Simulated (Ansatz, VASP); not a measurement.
## In: VASP beside Ansatz

```
In
1.0
     3.43260    0.00000    0.00000
    -1.71630    2.97272    0.00000
     0.00000    0.00000   11.14936
In
4
Direct
  0.00000 0.00000 0.00000
  0.00000 0.00000 0.50000
  0.33333 0.66667 0.25000
  0.66667 0.33333 0.75000
```

Alike in both runs: functional revPBE; k mesh 11 × 11 × 3; occupations fermi-dirac, width 0.1 eV; no spin polarisation.

Ansatz relaxed the structure, and its values are those at the end. VASP's run is a single point on that final structure, the one shown.

```csv
,VASP,Ansatz
version,VASP 6.6.1,Ansatz 0.2.0
potentials or method,"VASP PAW PBE potentials, release 64 (In_d), cutoff 520 eV","plane waves (420 eV) with PAW, scalar-relativistic"
valence electrons in the cell,52,52
```

|  | VASP | Ansatz | Ansatz less VASP |
| --- | --- | --- | --- |
| pressure (GPa) | 0.0 | 0.0 | +0.04 |

VASP's potentials were made for PBE, not for revPBE.
